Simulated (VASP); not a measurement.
# B4MoRu (Cmmm) in VASP: notebook

Runs on B4MoRu. Level: PBE. Tasks: relaxation of cell and atoms, single point.

All numbers are computed with VASP 6.6.1; they aren't measurements. Logs are shortened: lines on timing, memory, paths and dates and some standing lists are left out, and cuts for length are marked.

## Step 1: The cell of the first run

Symmetry: Cmmm, No. 65, orthorhombic system. Conventional cell: a = 6.306 Å, b = 6.339 Å, c = 3.067 Å, α = 90.00°, β = 90.00°, γ = 90.00°. Within 2.6 Å of B (site symmetry 2mm) lie 2 Mo at 1.95 Å and 1 Ru at 1.95 Å and 1 B at 2.41 Å. B (site symmetry m2m) has 1 Mo at 1.91 Å and 2 Ru at 1.98 Å within 2.5 Å. Within 2.5 Å of Mo (site symmetry mmm) lie 6 B at 1.91 to 1.95 Å. Ru (site symmetry mmm) has 6 B at 1.95 to 1.98 Å within 2.6 Å.

## Step 2: Relaxation of cell and atoms, PBE

INCAR

```
PREC = Accurate
ENCUT = 600
EDIFF = 1E-6
ISMEAR = 0
SIGMA = 0.1
LREAL = False
LASPH = True
NELM = 100
ALGO = Normal
ISIF = 3
LWAVE = False
LCHARG = False
GGA = PE
IBRION = 2
NSW = 90
EDIFFG = -0.04
```

KPOINTS

```
Automatic mesh
0
Gamma
  4 4 6
```

POSCAR

```
B4MoRu
1.0
    3.1529134300     -3.1696424100      0.0000000000
    3.1529134300      3.1696424100      0.0000000000
    0.0000000000      0.0000000000      3.0666674500
B Mo Ru
4 1 1
Direct
    0.8092463600      0.8092463600      0.0000000000
    0.6982636500      0.3017363500      0.5000000000
    0.1907536400      0.1907536400      0.0000000000
    0.3017363500      0.6982636500      0.5000000000
    0.0000000000      0.0000000000      0.5000000000
    0.5000000000      0.5000000000      0.0000000000
```

Potentials or basis: VASP PAW PBE potentials, release 64 (B, Mo_sv, Ru_pv).

Launch:

```sh
$ cat potpaw_PBE.64/B/POTCAR potpaw_PBE.64/Mo_sv/POTCAR potpaw_PBE.64/Ru_pv/POTCAR > POTCAR
$ mpirun -np 1 vasp_std > vasp.out
```

OUTCAR:

```text
PREC = Accurate
   ENCUT = 600
   EDIFF = 1E-6
   ISMEAR = 0
   LREAL = False
   LASPH = True
   NELM = 100
   ISIF = 3
   GGA = PE
   IBRION = 2
   NSW = 90
   EDIFFG = -0.04

 ion  position               nearest neighbor table
   1  0.809  0.809  0.000-   5 1.95   5 1.95   6 1.95
   2  0.698  0.302  0.500-   5 1.91   6 1.98   6 1.98
   3  0.191  0.191  0.000-   5 1.95   5 1.95   6 1.95
   4  0.302  0.698  0.500-   5 1.91   6 1.98   6 1.98
   5  0.000  0.000  0.500-   2 1.91   4 1.91   3 1.95   1 1.95   1 1.95   3 1.95
   6  0.500  0.500  0.000-   1 1.95   3 1.95   2 1.98   4 1.98   2 1.98   4 1.98

  LATTYP: Found a base centered orthorhombic cell.
 ALAT       =     6.3058268600
 B/A-ratio  =     1.0053058799
 C/A-ratio  =     0.4863228119

  Lattice vectors:

 A1 = (   3.1529134300,  -3.1696424100,   0.0000000000)
 A2 = (   3.1529134300,   3.1696424100,   0.0000000000)
 A3 = (   0.0000000000,   0.0000000000,   3.0666674500)

Analysis of symmetry for initial positions (statically):
=====================================================================
 Subroutine PRICEL returns:
 Original cell was already a primitive cell.

 Routine SETGRP: Setting up the symmetry group for a
 base centered orthorhombic supercell.

 Subroutine GETGRP returns: Found  8 space group operations
 (whereof  8 operations were pure point group operations)
 out of a pool of  8 trial point group operations.

The static configuration has the point symmetry D_2h.

Analysis of symmetry for dynamics (positions and initial velocities):
=====================================================================
 Subroutine PRICEL returns:
 Original cell was already a primitive cell.

 Routine SETGRP: Setting up the symmetry group for a
 base centered orthorhombic supercell.

 Subroutine GETGRP returns: Found  8 space group operations
 (whereof  8 operations were pure point group operations)
 out of a pool of  8 trial point group operations.

The dynamic configuration has the point symmetry D_2h.

 Subroutine INISYM returns: Found  8 space group operations
 (whereof  8 operations are pure point group operations),
 and found     1 'primitive' translations

----------------------------------------------------------------------------------------

                                     Primitive cell

  volume of cell :      61.2941

  direct lattice vectors                    reciprocal lattice vectors
     3.152913430 -3.169642410  0.000000000     0.158583485 -0.157746501  0.000000000
     3.152913430  3.169642410  0.000000000     0.158583485  0.157746501  0.000000000
     0.000000000  0.000000000  3.066667450     0.000000000  0.000000000  0.326086873

  length of vectors
     4.470737758  4.470737758  3.066667450     0.223679861  0.223679861  0.326086873

  position of ions in fractional coordinates (direct lattice)
     0.809246360  0.809246360  0.000000000
     0.698263650  0.301736350  0.500000000
     0.190753640  0.190753640  0.000000000
     0.301736350  0.698263650  0.500000000
     0.000000000  0.000000000  0.500000000
     0.500000000  0.500000000  0.000000000

  ion indices of the primitive-cell ions
   primitive index   ion index
                 1           1
                 2           2
                 3           3
                 4           4
                 5           5
                 6           6

----------------------------------------------------------------------------------------

 KPOINTS: Automatic mesh

Automatic generation of k-mesh.
 Grid dimensions read from file:
 generate k-points for:    4    4    6

 Generating k-lattice:

  Cartesian coordinates                     Fractional coordinates (reciprocal lattice)
     0.039645871 -0.039436625  0.000000000     0.250000000  0.000000000  0.000000000
     0.039645871  0.039436625  0.000000000     0.000000000  0.250000000  0.000000000
     0.000000000  0.000000000  0.054347812     0.000000000  0.000000000  0.166666667

  Length of vectors
     0.055919965  0.055919965  0.054347812

  Shift w.r.t. Gamma in fractional coordinates (k-lattice)
     0.000000000  0.000000000  0.000000000

 Subroutine IBZKPT returns following result:
 ===========================================

 Found     28 irreducible k-points:

 Following reciprocal coordinates:
            Coordinates               Weight
  0.000000  0.000000  0.000000      1.000000
  0.250000 -0.000000  0.000000      4.000000
  0.500000 -0.000000  0.000000      2.000000
  0.250000  0.250000  0.000000      2.000000
  0.500000  0.250000  0.000000      4.000000
 -0.250000  0.250000  0.000000      2.000000
[... 16 lines left out ...]
  0.250000 -0.000000  0.500000      4.000000
  0.500000 -0.000000  0.500000      2.000000
 [... further k-points ...]
   k-points           NKPTS =     28   k-points in BZ     NKDIM =     28   number of bands    NBANDS=     24
   number of dos      NEDOS =    301   number of ions     NIONS =      6
   total plane-waves  NPLWV =  31104
   dimension x,y,z NGX =    36 NGY =   36 NGZ =   24
   dimension x,y,z NGXF=    72 NGYF=   72 NGZF=   48
   ions per type =               4   1   1
   NGX,Y,Z   is equivalent  to a cutoff of  13.39, 13.39, 13.01 a.u.
   NGXF,Y,Z  is equivalent  to a cutoff of  26.77, 26.77, 26.02 a.u.
 SYSTEM =  unknown system
   PREC   = accura    normal or accurate (medium, high low for compatibility)
   ISTART =      0    job   : 0-new  1-cont  2-samecut
   ICHARG =      2    charge: 1-file 2-atom 10-const
   ISPIN  =      1    spin polarized calculation?
   LNONCOLLINEAR =      F non collinear calculations
   LSORBIT =      F    spin-orbit coupling
   LASPH  =      T    aspherical Exc in radial PAW
   ENCUT  =  600.0 eV  44.10 Ry    6.64 a.u.   8.93  8.93  6.12*2*pi/ulx,y,z
   NELM   =    100;   NELMIN=  2; NELMDL= -5     # of ELM steps
   EDIFF  = 0.1E-05   stopping-criterion for ELM
   LREAL  =      F    real-space projection
   EDIFFG = -.4E-01   stopping-criterion for IOM
   NSW    =     90    number of steps for IOM
   IBRION =      2    ionic relax: 0-MD 1-quasi-New 2-CG
   NFREE  =      1    steps in history (QN), initial steepest desc. (CG)
   ISIF   =      3    stress and relaxation
   ISYM   =      2    0-nonsym 1-usesym 2-fastsym
   POTIM  = 0.5000    time-step for ionic-motion
   TEBEG  =    0.0;   TEEND  =   0.0 temperature during run
   PSTRESS=    0.0 pullay stress
   NELECT =      40.0000    total number of electrons
   NUPDOWN=      -1.0000    fix difference up-down
   EMIN   =  10.00;   EMAX   =-10.00  energy-range for DOS
   EFERMI =   0.00;   METHOD = LEGACY
   ISMEAR =     0;   SIGMA  =   0.10  broadening in eV -4-tet -1-fermi 0-gaus
   EFERMI_NEDOS =   21; number of points for ismear=-14 and -15
   IALGO  =     38    algorithm
   IMIX   =      4    mixing-type and parameters
     AMIX     =   0.40;   BMIX     =  1.00
     AMIX_MAG =   1.60;   BMIX_MAG =  1.00
  volume/ion in A,a.u.               =      10.22        68.94
  Fermi-wavevector in a.u.,A,eV,Ry     =   1.420000  2.683412 27.434807  2.016401
  Thomas-Fermi vector in A             =   2.540962
   LORBIT       =      0    0 simple, 1 ext, 2 COOP (PROOUT), +10 PAW based schemes
   GGA     = PE    functional components
   LHFCALC =     F    Hartree Fock is set to
   AEXX    =    0.0000 exact exchange contribution
   IVDW    =     0    specifies the selected vdW correction
   LEPSILON=     F    determine dielectric tensor
   LRPA    =     F    only Hartree local field effects (RPA)
 conjugate gradient relaxation of ions
 non-spin polarized calculation
 Gauss-broadening in eV      SIGMA  =   0.10
  energy-cutoff  :      600.00
  volume of cell :       61.29
 maximum number of plane-waves:      2080
   NGX = 17   NGY = 17   NGZ = 13

--------------------------------------- Ionic step        1  -------------------------------------------

 number of electron      39.9999998 magnetization

 Free energy of the ion-electron system (eV)
  ---------------------------------------------------
  ext. energy  EPLUGINS =         0.00000000
  ---------------------------------------------------
  free energy    TOTEN  =       -35.56476485 eV

  energy without entropy =      -35.54641533  energy(sigma->0) =      -35.55559009

------------------------ aborting loop because EDIFF is reached ----------------------------------------

  FORCE on cell =-STRESS in cart. coord.  units (eV):
  Direction    XX          YY          ZZ          XY          YZ          ZX
  --------------------------------------------------------------------------------------
  -------------------------------------------------------------------------------------
  Total       20.2889659     22.4004723     26.3225075     -0.0000000      0.0000000      0.0000000
  in kB      530.3364775    585.5294772    688.0481715     -0.0000000      0.0000000      0.0000000
  external PRESSURE =     601.3047087 kB  Pullay stress =       0.0000000 kB
[... 25 lines left out ...]
  energy  without entropy=      -35.5464153266  energy(sigma->0) =      -35.55559009

--------------------------------------- Ionic step        2  -------------------------------------------

 number of electron      40.0000009 magnetization

 E-fermi :   3.2161     XC(G=0):  -9.9478

 val. band max:        3.2091456545   @ k =   0.5000   0.5000   0.1667
 cond. band min:       3.2346043202   @ k =   0.0000   0.0000   0.0000
 fundamental gap:      0.0254586657
 Fermi energy:         3.2161365465

 k-point     1 :       0.0000    0.0000    0.0000
  band No.  band energies     occupation
      1     -57.3707      2.00000
      2     -38.9170      2.00000
      3     -38.8070      2.00000
      4     -38.6708      2.00000
      5     -31.5858      2.00000
      6     -31.3673      2.00000
[... 712 lines left out ...]
  FREE ENERGIE OF THE ION-ELECTRON SYSTEM (eV)
  ---------------------------------------------------
  free  energy   TOTEN  =       -38.3727992313 eV

  energy  without entropy=      -38.3497319660  energy(sigma->0) =      -38.36126560

[... ionic steps 4 to 62 ...]

--------------------------------------- Ionic step       63  -------------------------------------------

 number of electron      39.9999996 magnetization

------------------------ aborting loop because EDIFF is reached ----------------------------------------

  FORCE on cell =-STRESS in cart. coord.  units (eV):
  Direction    XX          YY          ZZ          XY          YZ          ZX
  --------------------------------------------------------------------------------------
  -------------------------------------------------------------------------------------
  Total        0.0071493     -0.7252668     -0.3651808      0.0000000      0.0000000      0.0000000
  in kB        0.1641067    -16.6479048     -8.3824255      0.0000000      0.0000000      0.0000000
  external PRESSURE =      -8.2887412 kB  Pullay stress =       0.0000000 kB
[... 65 lines left out ...]
  energy  without entropy=      -40.9346480944  energy(sigma->0) =      -40.94542886

--------------------------------------- Ionic step       65  -------------------------------------------

 number of electron      39.9999996 magnetization

 Free energy of the ion-electron system (eV)
  ---------------------------------------------------
  ext. energy  EPLUGINS =         0.00000000
  ---------------------------------------------------
  free energy    TOTEN  =       -40.95624698 eV

  energy without entropy =      -40.93461434  energy(sigma->0) =      -40.94543066

 E-fermi :   7.3651     XC(G=0): -11.7635

 val. band max:        7.3581926628   @ k =   0.2500  -0.0000   0.5000
 cond. band min:       7.3872894535   @ k =   0.5000   0.5000   0.0000
 fundamental gap:      0.0290967907
 Fermi energy:         7.3650866130

 k-point     1 :       0.0000    0.0000    0.0000
  band No.  band energies     occupation
      1     -53.6541      2.00000
      2     -35.6161      2.00000
      3     -35.4804      2.00000
      4     -35.0666      2.00000
      5     -27.9229      2.00000
      6     -27.7975      2.00000
[... 672 lines left out ...]
  FREE ENERGIE OF THE ION-ELECTRON SYSTEM (eV)
  ---------------------------------------------------
  free  energy   TOTEN  =       -40.9562469814 eV

  energy  without entropy=      -40.9346143368  energy(sigma->0) =      -40.94543066

 reached required accuracy - stopping structural energy minimisation
```

Run time: 12 min. Hardware: 1 thread of Intel Xeon 6975P-C (Granite Rapids), shared host; peak memory 0.22 GiB.

Results:

```
Free energy                            : -40.9562 eV
Relaxed volume                         : 11.58 Å³/atom
Relaxed cell                           : a = 4.088 Å, b = 4.088 Å, c = 4.161 Å, α = 90.00°, β = 90.00°, γ = 92.89°
Space group after relaxing (to 0.05 Å) : Cmmm (No. 65)
Energy gained by relaxing              : 898.6 meV/atom
Ionic steps                            : 65
Pressure after relaxing                : 0.1 GPa
Largest force after relaxing           : 0.029 eV/Å
Band gap on the k mesh                 : zero (band 20 reaches 8.25 eV, above the bottom of band 21 at 6.96 eV)
```

Forces on the atoms (eV/Å):
```
B    0.029  0.000  0.000
B    0.000  0.029  0.000
B   -0.029  0.000  0.000
B    0.000 -0.029  0.000
Mo   0.000  0.000  0.000
Ru   0.000  0.000  0.000
```

The path:
```
step  energy change (eV)  largest force (eV/Å)  pressure (GPa)  volume (Å³)
   1              0.0000                2.0178           60.13        61.29
   3             -2.8080                0.9039           -1.90        79.57
   5             -2.8114                0.9074           -0.02        78.56
   7             -2.9775                0.2297            1.49        78.75
   9             -3.0142                0.1864           -1.37        80.30
  11             -3.0377                0.1634            0.71        78.81
  13             -3.1014                1.3600           -2.54        79.30
  15             -3.1111                1.4984           -2.74        79.29
  17             -3.1564                2.1303           -3.44        79.16
  19             -3.1986                2.8746           -4.22        78.80
  21             -3.2593                2.9304           -4.59        78.03
  23             -3.3051                2.8554           -4.39        78.04
  25             -3.5509                0.9125           -1.41        76.47
  27             -3.5859                0.8490           -0.91        76.28
  29             -3.7111                0.1826            1.61        75.63
  31             -3.7196                0.2473            0.60        75.98
  33             -3.7273                0.1712           -2.84        77.48
  35             -3.7358                0.1992           -1.62        76.85
  37             -3.7981                0.5497           -0.52        75.54
  39             -4.7182                3.3741            5.71        69.78
  41             -4.4372                3.6856            7.01        69.51
  43             -4.6321                4.6148           10.54        67.85
  45             -4.6819                5.3428           14.26        66.58
  47             -4.6846                5.4016           14.51        66.50
  49             -4.6850                5.4394           14.70        66.45
  51             -4.6931                5.3954           14.59        66.47
  53             -4.7288                5.2008           14.12        66.55
  55             -4.8596                4.4662           12.32        66.88
  57             -5.2139                2.1047            6.04        68.21
  59             -5.3490                0.4215            0.07        69.86
  61             -5.3705                0.0692           -0.53        69.91
  63             -5.3877                0.2746           -0.83        69.80
  65             -5.3915                0.0294            0.07        69.46
```

Final structure:
```
CELL_PARAMETERS angstrom
2.81682 -2.96283 0.00000
2.81682 2.96283 0.00000
0.00000 0.00000 4.16127
ATOMIC_POSITIONS crystal
B 0.85918 0.85918 0.00000
B 0.63830 0.36170 0.50000
B 0.14082 0.14082 0.00000
B 0.36170 0.63830 0.50000
Mo 0.00000 0.00000 0.50000
Ru 0.50000 0.50000 0.00000
```

## Step 3: Single point, PBE

This run uses another cell than the first one, of 13.29 Å³/atom, 1.301 times its volume.

INCAR

```
SYSTEM = B4MoRu
  PREC = Accurate
  ENCUT = 520
  EDIFF = 1E-7
  ISMEAR = 0
  SIGMA = 0.1
  LREAL = .False.
  LASPH = .True.
  NELM = 100
  ALGO = Normal
  ISIF = 2
  LWAVE = .False.
  LCHARG = .False.
  GGA = PE
  NBANDS = 29
```

KPOINTS

```
regular mesh
0
Gamma
  8 8 14
  0 0 0
```

POSCAR

```
B4MoRu
1.0
    3.9295879150     -4.0298432739      0.0000000000
    3.9295879150      4.0298432739      0.0000000000
    0.0000000000      0.0000000000      2.5170438695
B Mo Ru
4 1 1
Direct
    0.2337261309      0.7662738691      0.0000000000
    0.7191251806      0.7191251806      0.5000000000
    0.7662738691      0.2337261309      0.0000000000
    0.2808748194      0.2808748194      0.5000000000
    0.0000000000      0.0000000000      0.5000000000
    0.5000000000      0.5000000000      0.0000000000
```

Potentials or basis: VASP PAW PBE potentials, release 64 (B, Mo_sv, Ru_pv).

Launch:

```sh
$ cat potpaw_PBE.64/B/POTCAR potpaw_PBE.64/Mo_sv/POTCAR potpaw_PBE.64/Ru_pv/POTCAR > POTCAR
$ mpirun -np 1 vasp_std > vasp.out
```

Run time: 2.6 min. Hardware: 1 thread of Intel Xeon 6975P-C (Granite Rapids), shared host; peak memory 0.46 GiB.

The run converged. Its results:

- Free energy: -39.7666 eV
- Pressure: 0.1 GPa
- Largest force: 0.011 eV/Å
- Band gap on the k mesh: zero (band 20 reaches 5.99 eV, above the bottom of band 21 at 5.19 eV)

Forces on the atoms (eV/Å):
```
B    0.000 -0.011  0.000
B   -0.011  0.000  0.000
B    0.000  0.011  0.000
B    0.011  0.000  0.000
Mo   0.000  0.000  0.000
Ru   0.000  0.000  0.000
```

Stress tensor (GPa, compression positive):
```
0.05 0.00 0.00
0.00 0.05 0.00
0.00 0.00 0.15
```

Levels at points of the mesh, in eV from the Fermi level:
```tsv
k point	band 18	band 19	band 20	band 21	band 22	band 23
(0.00, 0.00, 0.00)	-1.22	-1.11	-0.79	0.20	2.18	3.05
(0.50, 0.00, 0.00)	-1.29	-0.97	-0.78	0.23	2.08	2.34
(0.50, 0.50, 0.00)	-0.80	-0.08	0.12	0.19	1.13	1.38
(0.00, 0.00, 0.50)	-0.66	-0.40	-0.25	-0.15	-0.02	0.14
(0.50, 0.00, 0.50)	-1.49	-1.43	-1.03	0.16	1.43	1.65
(0.50, 0.50, 0.50)	-0.98	-0.47	-0.45	-0.07	0.24	0.48
```
